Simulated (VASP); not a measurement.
# MgB2 (P6/mmm) in VASP: notebook, part 2 of 2

VASP 6.6.1.

### Step 3. Single point, PBE

INCAR reads:

```
SYSTEM = MgB2
  PREC = Accurate
  ENCUT = 520
  EDIFF = 1E-6
  ISMEAR = 0
  SIGMA = 0.020999999999999998
  LREAL = .FALSE.
  LASPH = .TRUE.
  NELM = 60
  ALGO = Normal
  ISIF = 2
  LWAVE = .FALSE.
  LCHARG = .FALSE.
  GGA = PE
  NBANDS = 11
```

KPOINTS reads:

```
Automatic mesh
0
G
  10 10 8
  0 0 0
```

POSCAR reads:

```
MgB2
1.0
    3.0850000000      0.0000000000      0.0000000000
   -1.5425000000      2.6716883707      0.0000000000
    0.0000000000      0.0000000000      3.5230000000
Mg B
1 2
Direct
    0.0000000000      0.0000000000      0.0000000000
    0.6666666667      0.3333333333      0.5000000000
    0.3333333333      0.6666666667      0.5000000000
```

Potentials or basis: VASP PAW PBE potentials, release 64 (Mg, B).

Launch:

```console
$ cat potpaw_PBE.64/Mg/POTCAR potpaw_PBE.64/B/POTCAR > POTCAR
$ mpirun -np 1 vasp_std > vasp.out
```

OUTCAR:

```text
SYSTEM = MgB2
   PREC = Accurate
   ENCUT = 520
   EDIFF = 1E-6
   ISMEAR = 0
   LREAL = .FALSE.
   LASPH = .TRUE.
   NELM = 60
   ISIF = 2
   GGA = PE

 ion  position               nearest neighbor table
   1  0.000  0.000  0.000-   2 2.51   3 2.51   2 2.51   3 2.51   2 2.51   2 2.51   3 2.51   3 2.51
                             2 2.51   2 2.51   3 2.51   3 2.51
   2  0.667  0.333  0.500-   3 1.78   3 1.78   3 1.78   1 2.51   1 2.51   1 2.51   1 2.51   1 2.51
                             1 2.51
   3  0.333  0.667  0.500-   2 1.78   2 1.78   2 1.78   1 2.51   1 2.51   1 2.51   1 2.51   1 2.51
                             1 2.51

  LATTYP: Found a hexagonal cell.
 ALAT       =     3.0850000000
 C/A-ratio  =     1.1419773096

  Lattice vectors:

 A1 = (   3.0850000000,   0.0000000000,   0.0000000000)
 A2 = (  -1.5425000000,   2.6716883707,   0.0000000000)
 A3 = (   0.0000000000,   0.0000000000,   3.5230000000)

Analysis of symmetry for initial positions (statically):
=====================================================================
 Subroutine PRICEL returns:
 Original cell was already a primitive cell.

 Routine SETGRP: Setting up the symmetry group for a
 hexagonal supercell.

 Subroutine GETGRP returns: Found 24 space group operations
 (whereof 24 operations were pure point group operations)
 out of a pool of 24 trial point group operations.

The static configuration has the point symmetry D_6h.

Analysis of symmetry for dynamics (positions and initial velocities):
=====================================================================
 Subroutine PRICEL returns:
 Original cell was already a primitive cell.

 Routine SETGRP: Setting up the symmetry group for a
 hexagonal supercell.

 Subroutine GETGRP returns: Found 24 space group operations
 (whereof 24 operations were pure point group operations)
 out of a pool of 24 trial point group operations.

The dynamic configuration has the point symmetry D_6h.

 Subroutine INISYM returns: Found 24 space group operations
 (whereof 24 operations are pure point group operations),
 and found     1 'primitive' translations

[... 122 lines left out ...]
   LHFCALC =     F    Hartree Fock is set to
   AEXX    =    0.0000 exact exchange contribution
   IVDW    =     0    specifies the selected vdW correction
   LEPSILON=     F    determine dielectric tensor
   LRPA    =     F    only Hartree local field effects (RPA)
 non-spin polarized calculation
 Gauss-broadening in eV      SIGMA  =   0.02
  energy-cutoff  :      520.00
  volume of cell :       29.04
 maximum number of plane-waves:       806
 NGX is ok and might be reduce to    24
   NGX = 11   NGY = 11   NGZ = 13

 number of electron       8.0000000 magnetization

 Free energy of the ion-electron system (eV)
  ---------------------------------------------------
  ext. energy  EPLUGINS =         0.00000000
  ---------------------------------------------------
  free energy    TOTEN  =       -15.32048758 eV

  energy without entropy =      -15.32025509  energy(sigma->0) =      -15.32037133

 E-fermi :   5.3033     XC(G=0): -10.9099

 val. band max:        5.2944776254   @ k =   0.1000   0.0000   0.1250
 cond. band min:       5.3216090829   @ k =   0.3000   0.2000   0.0000
 fundamental gap:      0.0271314575
 Fermi energy:         5.3033283433

 k-point     1 :       0.0000    0.0000    0.0000
  band No.  band energies     occupation
      1      -7.1428      2.00000
      2       2.3331      2.00000
      3       5.6391      0.00000
      4       5.6391      0.00000
      5       6.9124      0.00000
      6      11.5743      0.00000
      7      11.5743      0.00000
      8      13.3404      0.00000
      9      15.2009      0.00000
     10      17.9233      0.00000
     11      21.3952      0.00000
[... 309 lines left out ...]
 k-point    24 :       0.4000    0.1000    0.1250
  band No.  band energies     occupation
      1      -3.5324      2.00000
      2      -1.7707      2.00000
      3       2.4559      2.00000
      4       4.5989      2.00000
      5       7.4751      0.00000
      6      10.4693      0.00000
      7      11.5891      0.00000
      8      13.5018      0.00000
      9      15.4139      0.00000
     10      18.6602      0.00000
     11      19.6038      0.00000

 [... further k-points ...]
[... 5 lines left out ...]
  --------------------------------------------------------------------------------------
  -------------------------------------------------------------------------------------
  Total       -0.1483727     -0.1483727     -0.3171522      0.0000000     -0.0000000      0.0000000
  in kB       -8.1867410     -8.1867410    -17.4994624      0.0000000     -0.0000000      0.0000000
  external PRESSURE =     -11.2909814 kB  Pullay stress =       0.0000000 kB

 VOLUME and BASIS-vectors are now :
 -----------------------------------------------------------------------------
  energy-cutoff  :      520.00
  volume of cell :       29.04
      direct lattice vectors                 reciprocal lattice vectors
     3.085000000  0.000000000  0.000000000     0.324149109  0.187147575  0.000000000
    -1.542500000  2.671688371  0.000000000     0.000000000  0.374295150  0.000000000
     0.000000000  0.000000000  3.523000000     0.000000000  0.000000000  0.283848992

 POSITION                                       TOTAL-FORCE (eV/Angst)
 -----------------------------------------------------------------------------------
      0.00000      0.00000      0.00000        -0.000000      0.000000      0.000000
      1.54250      0.89056      1.76150         0.000000      0.000000      0.000000
     -0.00000      1.78113      1.76150        -0.000000     -0.000000      0.000000
 -----------------------------------------------------------------------------------
    total drift:                                0.000000     -0.000000      0.000000

  FREE ENERGIE OF THE ION-ELECTRON SYSTEM (eV)
  ---------------------------------------------------
  free  energy   TOTEN  =       -15.3204875815 eV

  energy  without entropy=      -15.3202550850  energy(sigma->0) =      -15.32037133
```

stdout:

```text
POSCAR found type information on POSCAR MgB
 POSCAR found :  2 types and       3 ions
 scaLAPACK will be used
 LDA part: xc-table for (Slater+PW92), standard interpolation
 POSCAR, INCAR and KPOINTS ok, starting setup
 FFT: planning ... GRIDC
 FFT: planning ... GRID_SOFT
 FFT: planning ... GRID
 WAVECAR not read
 entering main loop
```

Run time: 14 s. Hardware: 1 thread of AMD EPYC 9R45 (Zen 5), shared host; peak memory 0.13 GiB.

Results:

```yaml
Free_energy: -15.3205 eV
Pressure: -1.1 GPa
Band_gap_on_the_k_mesh: zero (band 4 reaches 6.39 eV, above the bottom of band 5 at 3.94 eV)
```

### Step 4. Single point, PBE

INCAR reads:

```
SYSTEM = MgB2
ALGO = Normal
EDIFF = 1E-7
ENCUT = 520
GGA = PE
ISIF = 2
ISMEAR = 0
LASPH = .True.
LCHARG = .False.
LREAL = .False.
LWAVE = .False.
NBANDS = 11
NELM = 80
PREC = Accurate
SIGMA = 0.022
```

KPOINTS reads:

```
k-points
0
Gamma
  10 10 8
  0 0 0
```

POSCAR is that of step 3.

Launch:

```console
$ cat potpaw_PBE.64/Mg/POTCAR potpaw_PBE.64/B/POTCAR > POTCAR
$ mpirun -np 1 vasp_std > vasp.out
```

Run time: 15 s. Hardware: 1 thread of AMD EPYC 9R45 (Zen 5), shared host; peak memory 0.13 GiB.

It converged, with:

```
Free energy            : -15.3205 eV
Pressure               : -1.1 GPa
Band gap on the k mesh : zero (band 4 reaches 6.39 eV, above the bottom of band 5 at 3.94 eV)
```

Stress tensor (GPa, compression positive):
```
-0.82  0.00  0.00
 0.00 -0.82  0.00
 0.00  0.00 -1.72
```

Levels at points of the mesh, in eV from the Fermi level:
```csv
k point,band 1,band 2,band 3,band 4,band 5,band 6,band 7,band 8,band 9
"(0.00, 0.00, 0.00)",-12.45,-2.97,0.34,0.34,1.61,6.27,6.27,8.04,9.90
"(0.50, 0.00, 0.00)",-8.57,-7.85,-2.20,0.18,3.04,3.83,5.28,7.05,12.53
"(0.00, 0.00, 0.50)",-11.17,-7.46,0.71,0.71,6.60,6.60,7.91,9.80,9.93
"(0.50, 0.00, 0.50)",-7.59,-6.94,-3.60,-1.90,-1.34,5.66,8.72,8.85,12.99
```

### Step 5. Single point, PBE

INCAR reads:

```
SYSTEM = MgB2
PREC     = Accurate       ! precision mode
ENCUT    = 520            ! plane-wave cutoff, eV
EDIFF    = 1E-6           ! SCF threshold, eV
ISMEAR   = 0              ! smearing method
SIGMA    = 0.023          ! smearing width, eV
LREAL    = .FALSE.        ! projectors in reciprocal space
LASPH    = .TRUE.         ! aspherical terms in the spheres
NELM     = 100            ! most SCF steps
ALGO     = Normal         ! electronic algorithm
ISIF     = 2              ! what is computed and relaxed
LWAVE    = .FALSE.        ! write WAVECAR
LCHARG   = .FALSE.        ! write CHGCAR
GGA      = PE             ! functional
NBANDS   = 11             ! bands
```

KPOINTS reads:

```
Automatic mesh
0
G
  10 10 8
  0 0 0
```

POSCAR is that of step 4.

Launch:

```console
$ cat potpaw_PBE.64/Mg/POTCAR potpaw_PBE.64/B/POTCAR > POTCAR
$ mpirun -np 1 vasp_std > vasp.out
```

Run time: 14 s. Hardware: 1 thread of AMD EPYC 9R45 (Zen 5), shared host; peak memory 0.12 GiB.

It converged, with:

| Item | Value |
| --- | --- |
| Free energy | -15.3205 eV |
| Pressure | -1.1 GPa |
| Band gap on the k mesh | zero (band 4 reaches 6.39 eV, above the bottom of band 5 at 3.94 eV) |

Stress tensor (GPa, compression positive):
```
-0.84  0.00  0.00
 0.00 -0.84  0.00
 0.00  0.00 -1.72
```

Levels at points of the mesh, in eV from the Fermi level:
| k point | band 2 | band 3 | band 4 | band 5 | band 6 | band 7 |
| --- | --- | --- | --- | --- | --- | --- |
| (0.00, 0.00, 0.00) | -2.97 | 0.34 | 0.34 | 1.61 | 6.27 | 6.27 |
| (0.50, 0.00, 0.00) | -7.85 | -2.20 | 0.18 | 3.04 | 3.83 | 5.28 |
| (0.00, 0.00, 0.50) | -7.46 | 0.71 | 0.71 | 6.60 | 6.60 | 7.91 |
| (0.50, 0.00, 0.50) | -6.94 | -3.60 | -1.90 | -1.34 | 5.66 | 8.72 |

### Step 6. Summary

```csv
smearing,gap on the mesh (eV),pressure (GPa)
gaussian 0.017 eV,none,-1.1
gaussian 0.021 eV,none,-1.1
gaussian 0.022 eV,none,-1.1
gaussian 0.023 eV,none,-1.1
```

Alike in all rows: task single point; level PBE; potentials or basis VASP PAW PBE potentials, release 64 (Mg, B); no spin polarisation; cell as given; k mesh 10 × 10 × 8; cutoff (eV) 520.

Every run on the cell as given and a fine mesh finds a metal.

Total energies depend on the potentials used, so only differences within one code and one set of settings carry meaning.
